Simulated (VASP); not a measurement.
# Au in VASP: notebook

The runs below take Au through single point, with PBEsol.

Program: VASP 6.6.1. These are calculated values, not measurements. Logs are shortened: lines on timing, memory, paths and dates and some standing lists are left out, and cuts for length are marked.

## 1. The cell of the first run

The typed cell holds 2 atoms: a = 2.899 Å, b = 2.903 Å, c = 4.045 Å, α = 90.00°, β = 90.00°, γ = 89.99°.

## 2. Single point, PBEsol

File INCAR:

```
SYSTEM = Au
PREC = Accurate
ENCUT = 520
EDIFF = 1E-6
ISMEAR = 0
SIGMA = 0.1
LREAL = .False.
LASPH = .True.
NELM = 60
ALGO = Fast
ISIF = 2
LWAVE = .False.
LCHARG = .False.
GGA = PS
NBANDS = 18
```

File KPOINTS:

```
Automatic mesh
0
Gamma
  16 14 10
  0 0 0
```

File POSCAR:

```
Au
1.0
    2.8774780345     -0.0178039575      0.3551730682
   -0.0287668755      2.8779212187      0.3802947335
   -0.4944496940     -0.5307661813      3.9792391540
Au
2
Direct
    0.2499998664      0.2500001208      0.7499998005
    0.7500001336      0.7499998792      0.2500001995
```

Potentials or basis: VASP PAW PBE potentials, release 64 (Au).

Command:

```sh
> cat potpaw_PBE.64/Au/POTCAR > POTCAR
> mpirun -np 1 vasp_std > vasp.out
```

OUTCAR:

```text
SYSTEM = Au
   PREC = Accurate
   ENCUT = 520
   EDIFF = 1E-6
   ISMEAR = 0
   LREAL = .False.
   LASPH = .True.
   NELM = 60
   ISIF = 2
   GGA = PS

 ion  position               nearest neighbor table
   1  0.250  0.250  0.750-   2 2.88   2 2.88   2 2.88   2 2.88   2 2.88   2 2.88   2 2.88   2 2.88

   2  0.750  0.750  0.250-   1 2.88   1 2.88   1 2.88   1 2.88   1 2.88   1 2.88   1 2.88   1 2.88

  LATTYP: Found a simple monoclinic cell.
 ALAT       =     2.8993697122
 B/A-ratio  =     1.3950673858
 C/A-ratio  =     1.0012802028
 COS(beta)  =    -0.0001254597

  Lattice vectors:

 A1 = (   2.8774780345,  -0.0178039575,   0.3551730682)
 A2 = (  -0.4944496940,  -0.5307661813,   3.9792391540)
 A3 = (   0.0287668755,  -2.8779212187,  -0.3802947335)

Analysis of symmetry for initial positions (statically):
=====================================================================
 Subroutine PRICEL returns following result:

  LATTYP: Found a base centered monoclinic cell.
 ALAT       =     4.1026939618
 B/A-ratio  =     0.9858927238
 C/A-ratio  =     0.7066986205
 COS(beta)  =    -0.7066095024

  Lattice vectors:

 A1 = (  -1.2058970295,   1.7132447669,  -1.9770571536)
 A2 = (  -1.7003467235,   1.1824785856,   2.0021820004)
 A3 = (   2.8774768774,  -0.0178021338,   0.3551698867)

   2 primitive cells build up your supercell.

 Routine SETGRP: Setting up the symmetry group for a
 simple monoclinic supercell.

 Subroutine GETGRP returns: Found  4 space group operations
 (whereof  2 operations were pure point group operations)
 out of a pool of  4 trial point group operations.

The static configuration has the point symmetry S_2 .
 The point group associated with its full space group is C_2h.

Analysis of symmetry for dynamics (positions and initial velocities):
=====================================================================
 Subroutine PRICEL returns following result:

  LATTYP: Found a base centered monoclinic cell.
 ALAT       =     4.1026939618
 B/A-ratio  =     0.9858927238
 C/A-ratio  =     0.7066986205
 COS(beta)  =    -0.7066095024

  Lattice vectors:

 A1 = (  -1.2058970295,   1.7132447669,  -1.9770571536)
 A2 = (  -1.7003467235,   1.1824785856,   2.0021820004)
 A3 = (   2.8774768774,  -0.0178021338,   0.3551698867)

   2 primitive cells build up your supercell.

 Routine SETGRP: Setting up the symmetry group for a
 simple monoclinic supercell.

 Subroutine GETGRP returns: Found  4 space group operations
 (whereof  2 operations were pure point group operations)
 out of a pool of  4 trial point group operations.

The dynamic configuration has the point symmetry S_2 .
 The point group associated with its full space group is C_2h.

 Subroutine INISYM returns: Found  4 space group operations
 (whereof  2 operations are pure point group operations),
 and found     2 'primitive' translations

----------------------------------------------------------------------------------------

                                     Primitive cell

  volume of cell :      17.0228

  direct lattice vectors                    reciprocal lattice vectors
    -1.205897029  1.713244767 -1.977057154     0.026765485  0.373918438 -0.198103839
    -1.700346723  1.182478586  2.002182000    -0.033678162  0.309034549  0.288339777
     2.877476877 -0.017802134  0.355169887     0.338842642  0.339315677  0.087362914

  length of vectors
     2.880651014  2.880653979  2.899368163     0.424000614  0.424000469  0.487423577

  position of ions in fractional coordinates (direct lattice)
     0.500000000  0.000000000  0.500000000

  ion indices of the primitive-cell ions
   primitive index   ion index
                 1           1

----------------------------------------------------------------------------------------

 KPOINTS: Automatic mesh

Automatic generation of k-mesh.
 Grid dimensions read from file:
 generate k-points for:   16   14   10

 Generating k-lattice:

  Cartesian coordinates                     Fractional coordinates (reciprocal lattice)
     0.021393675 -0.000135051  0.002640308     0.062500000  0.000000000  0.000000000
    -0.000246869  0.024391178  0.003222714     0.000000000  0.071428571  0.000000000
    -0.003022210 -0.003244194  0.024322177     0.000000000 -0.000000000  0.100000000

  Length of vectors
     0.021556409  0.024604398  0.024723003

  Shift w.r.t. Gamma in fractional coordinates (k-lattice)
     0.000000000  0.000000000  0.000000000

 Subroutine IBZKPT returns following result:
 ===========================================

 Found    684 irreducible k-points:

 Following reciprocal coordinates:
            Coordinates               Weight
  0.000000  0.000000  0.000000      1.000000
  0.062500  0.000000 -0.000000      2.000000
  0.125000  0.000000 -0.000000      2.000000
  0.187500  0.000000 -0.000000      2.000000
  0.250000  0.000000 -0.000000      2.000000
  0.312500  0.000000 -0.000000      2.000000
[... 16 lines left out ...]
 -0.187500  0.071429 -0.000000      2.000000
 -0.125000  0.071429  0.000000      2.000000
 [... further k-points ...]
   k-points           NKPTS =    684   k-points in BZ     NKDIM =    684   number of bands    NBANDS=     18
   number of dos      NEDOS =    301   number of ions     NIONS =      2
   total plane-waves  NPLWV =  17280
   dimension x,y,z NGX =    24 NGY =   24 NGZ =   30
   dimension x,y,z NGXF=    48 NGYF=   48 NGZF=   60
   ions per type =               2
   NGX,Y,Z   is equivalent  to a cutoff of  13.76, 13.74, 12.33 a.u.
   NGXF,Y,Z  is equivalent  to a cutoff of  27.52, 27.49, 24.66 a.u.
 SYSTEM =  Au
   PREC   = accura    normal or accurate (medium, high low for compatibility)
   ISTART =      0    job   : 0-new  1-cont  2-samecut
   ICHARG =      2    charge: 1-file 2-atom 10-const
   ISPIN  =      1    spin polarized calculation?
   LNONCOLLINEAR =      F non collinear calculations
   LSORBIT =      F    spin-orbit coupling
   LASPH  =      T    aspherical Exc in radial PAW
   ENCUT  =  520.0 eV  38.22 Ry    6.18 a.u.   5.39  5.40  7.52*2*pi/ulx,y,z
   NELM   =     60;   NELMIN=  2; NELMDL= -5     # of ELM steps
   EDIFF  = 0.1E-05   stopping-criterion for ELM
   LREAL  =      F    real-space projection
   EDIFFG = 0.1E-04   stopping-criterion for IOM
   NSW    =      0    number of steps for IOM
   IBRION =     -1    ionic relax: 0-MD 1-quasi-New 2-CG
   NFREE  =      0    steps in history (QN), initial steepest desc. (CG)
   ISIF   =      2    stress and relaxation
   ISYM   =      2    0-nonsym 1-usesym 2-fastsym
   POTIM  = 0.5000    time-step for ionic-motion
   TEBEG  =    0.0;   TEEND  =   0.0 temperature during run
   PSTRESS=    0.0 pullay stress
   NELECT =      22.0000    total number of electrons
   NUPDOWN=      -1.0000    fix difference up-down
   EMIN   =  10.00;   EMAX   =-10.00  energy-range for DOS
   EFERMI =   0.00;   METHOD = LEGACY
   ISMEAR =     0;   SIGMA  =   0.10  broadening in eV -4-tet -1-fermi 0-gaus
   EFERMI_NEDOS =   21; number of points for ismear=-14 and -15
   IALGO  =     68    algorithm
   IMIX   =      4    mixing-type and parameters
     AMIX     =   0.40;   BMIX     =  1.00
     AMIX_MAG =   1.60;   BMIX_MAG =  1.00
  volume/ion in A,a.u.               =      17.02       114.88
  Fermi-wavevector in a.u.,A,eV,Ry     =   1.415344  2.674611 27.255153  2.003197
  Thomas-Fermi vector in A             =   2.536792
   LORBIT       =      0    0 simple, 1 ext, 2 COOP (PROOUT), +10 PAW based schemes
   GGA     = PS    functional components
   LHFCALC =     F    Hartree Fock is set to
   AEXX    =    0.0000 exact exchange contribution
   IVDW    =     0    specifies the selected vdW correction
   LEPSILON=     F    determine dielectric tensor
   LRPA    =     F    only Hartree local field effects (RPA)
 non-spin polarized calculation
 RMM-DIIS sequential band-by-band and
 Gauss-broadening in eV      SIGMA  =   0.10
  energy-cutoff  :      520.00
  volume of cell :       34.05
 maximum number of plane-waves:       939
 NGX is ok and might be reduce to    24
   NGX = 11   NGY = 11   NGZ = 15

 number of electron      21.9999999 magnetization

 Free energy of the ion-electron system (eV)
  ---------------------------------------------------
  ext. energy  EPLUGINS =         0.00000000
  ---------------------------------------------------
  free energy    TOTEN  =        -7.84962107 eV

  energy without entropy =       -7.84707287  energy(sigma->0) =       -7.84834697

 E-fermi :   9.2775     XC(G=0): -12.8912

 val. band max:        9.2707892446   @ k =   0.5000   0.1429   0.2000
 cond. band min:       9.2807176869   @ k =   0.4375   0.0000   0.4000
 fundamental gap:      0.0099284423
 Fermi energy:         9.2774892150

 k-point     1 :       0.0000    0.0000    0.0000
  band No.  band energies     occupation
      1      -0.6358      2.00000
      2       2.2289      2.00000
      3       2.5416      2.00000
      4       4.5642      2.00000
      5       4.5761      2.00000
      6       4.6983      2.00000
[... 10 lines left out ...]
     17      26.3266      0.00000
     18      27.7343      0.00000

 k-point     2 :       0.0625    0.0000   -0.0000
  band No.  band energies     occupation
      1      -0.5452      2.00000
      2       2.2877      2.00000
      3       2.5929      2.00000
      4       4.5429      2.00000
      5       4.5928      2.00000
      6       4.7373      2.00000
[... 10 lines left out ...]
     17      26.6558      0.00000
     18      27.2183      0.00000

 k-point     3 :       0.1250    0.0000   -0.0000
  band No.  band energies     occupation
      1      -0.2782      2.00000
      2       2.4381      2.00000
      3       2.7606      2.00000
      4       4.4513      2.00000
      5       4.6777      2.00000
      6       4.8412      2.00000
[... 412 lines left out ...]
 k-point    23 :      -0.1875    0.0714   -0.0000
  band No.  band energies     occupation
      1       0.2622      2.00000
      2       2.7206      2.00000
      3       3.1012      2.00000
      4       4.2132      2.00000
      5       4.9257      2.00000
      6       5.0262      2.00000
[... 10 lines left out ...]
     17      24.9241      0.00000
     18      27.1873      0.00000

 k-point    24 :      -0.1250    0.0714    0.0000
  band No.  band energies     occupation
      1      -0.1625      2.00000
      2       2.5236      2.00000
      3       2.8151      2.00000
      4       4.3512      2.00000
      5       4.7754      2.00000
      6       4.8999      2.00000
[... 10 lines left out ...]
     17      26.2156      0.00000
     18      27.5754      0.00000

 [... further k-points ...]

------------------------ aborting loop because EDIFF is reached ----------------------------------------

  FORCE on cell =-STRESS in cart. coord.  units (eV):
  Direction    XX          YY          ZZ          XY          YZ          ZX
  --------------------------------------------------------------------------------------
  -------------------------------------------------------------------------------------
  Total       -0.0468825     -0.0464840     -0.0442957     -0.0005451     -0.0003730     -0.0004066
  in kB       -2.2062778     -2.1875226     -2.0845400     -0.0256541     -0.0175542     -0.0191351
  external PRESSURE =      -2.1594468 kB  Pullay stress =       0.0000000 kB

 VOLUME and BASIS-vectors are now :
 -----------------------------------------------------------------------------
  energy-cutoff  :      520.00
  volume of cell :       34.05
      direct lattice vectors                 reciprocal lattice vectors
     2.877478035 -0.017803957  0.355173068     0.342298797 -0.002160815  0.042244922
    -0.028766876  2.877921219  0.380294733    -0.003456173  0.341476492  0.045117989
    -0.494449694 -0.530766181  3.979239154    -0.030222096 -0.032441943  0.243221774

 POSITION                                       TOTAL-FORCE (eV/Angst)
 -----------------------------------------------------------------------------------
      0.34134      0.31696      3.16830        -0.000000     -0.000000      0.000000
      2.01292      2.01240      1.54641         0.000000      0.000000     -0.000000
 -----------------------------------------------------------------------------------
    total drift:                                0.000259      0.000243      0.000075

  FREE ENERGIE OF THE ION-ELECTRON SYSTEM (eV)
  ---------------------------------------------------
  free  energy   TOTEN  =        -7.8496210725 eV

  energy  without entropy=       -7.8470728651  energy(sigma->0) =       -7.84834697
```

Wall time 99 s (1 thread of Intel Xeon 6975P-C (Granite Rapids), shared host); peak memory 0.42 GiB.

What came out:

```yaml
Free_energy: -7.8496 eV
Pressure: -0.2 GPa
Band_gap_on_the_k_mesh: zero (bands 11 and 12 overlap by 7.28 eV)
```

Caveat: the PAW data sets were made with another functional, which shifts forces and pressure a little; spin-orbit coupling is left out, which moves the levels of the heavy elements.

## 3. Single point, PBEsol (17.53 Å³/atom)

This run uses another cell than the first one, of 17.53 Å³/atom.

INCAR is that of step 2.

File KPOINTS:

```
regular mesh
0
Gamma
  16 14 10
  0 0 0
```

File POSCAR:

```
Au
1.0
    2.9059697718     -0.0179802427      0.3586898394
   -0.0290516503      2.9064174104      0.3840597556
   -0.4993455785     -0.5360223597      4.0186400240
Au
2
Direct
    0.2500000000      0.2500000000      0.7500000000
    0.7500000000      0.7500000000      0.2500000000
```

Potentials or basis: VASP PAW PBE potentials, release 64 (Au).

Command:

```sh
> cat potpaw_PBE.64/Au/POTCAR > POTCAR
> mpirun -np 1 vasp_std > vasp.out
```

Wall time 95 s (1 thread of Intel Xeon 6975P-C (Granite Rapids), shared host); peak memory 0.43 GiB.

The run converged. Its results:

| Item | Value |
| --- | --- |
| Free energy | -7.8330 eV |
| Pressure | -4.9 GPa |
| Band gap on the k mesh | zero (bands 11 and 12 overlap by 7.07 eV) |

Levels at points of the mesh, in eV from the Fermi level:
| k point | band 8 | band 9 | band 10 | band 11 | band 12 | band 13 | band 14 | band 15 |
| --- | --- | --- | --- | --- | --- | --- | --- | --- |
| (0.00, 0.00, 0.00) | -2.98 | -1.94 | -1.59 | -1.59 | 1.23 | 5.76 | 9.72 | 9.76 |
| (0.50, 0.00, 0.00) | -3.63 | -3.09 | -3.09 | -0.34 | -0.34 | 8.55 | 8.55 | 10.16 |
| (0.00, 0.50, 0.00) | -3.62 | -3.08 | -3.08 | -0.36 | -0.36 | 8.54 | 8.54 | 10.14 |
| (0.50, 0.50, 0.00) | -1.64 | -1.55 | -1.55 | 0.99 | 0.99 | 5.44 | 5.44 | 9.98 |
| (0.00, 0.00, 0.50) | -3.35 | -3.35 | -3.35 | -2.55 | -2.55 | 14.47 | 14.47 | 14.51 |
| (0.50, 0.00, 0.50) | -1.92 | -1.87 | -1.87 | -0.86 | -0.86 | 2.94 | 2.94 | 13.98 |
| (0.00, 0.50, 0.50) | -1.93 | -1.87 | -1.87 | -0.87 | -0.87 | 2.93 | 2.93 | 14.00 |
| (0.50, 0.50, 0.50) | -3.17 | -1.64 | -1.64 | 4.44 | 4.44 | 6.22 | 6.22 | 6.23 |

Caveat: the cell stands under tension; the PAW data sets were made with another functional, which shifts forces and pressure a little; spin-orbit coupling is left out, which moves the levels of the heavy elements.

The gap in the log of VASP goes by the Fermi energy; the results here count the filled bands.